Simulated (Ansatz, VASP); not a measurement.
# Two plane-wave programs on MgO

```
CELL_PARAMETERS angstrom
0.00000 2.10889 2.10889
2.10889 0.00000 2.10889
2.10889 2.10889 0.00000
ATOMIC_POSITIONS crystal
Mg 0.00000 0.00000 0.00000
O 0.50000 0.50000 0.50000
```

Change from the starting cell: hydrostatic strain +0.3%.

Alike in both runs: task single point; functional PBE; k mesh 10 × 10 × 10; occupations fermi-dirac, width 0.02 eV; no spin polarisation.

```csv
,VASP,Ansatz
version,VASP 6.6.1,Ansatz 0.2.0
potentials or method,"VASP PAW PBE potentials, release 64 (Mg, O)","plane waves, PAW"
plane-wave cutoff (eV),520,420
valence electrons in the cell,8,16
```

Ansatz gave:

```
gap on the k mesh at the Fermi level (eV) : 4.70
pressure (GPa)                            : 4.0
```

Problem. Estimate VASP's values.

Solution. gap on the k mesh at the Fermi level (eV): 4.69; pressure (GPa): 3.3.

VASP's potentials hold 8 valence electrons a cell and Ansatz's 16, so a difference there can come from the potentials and not from the codes.
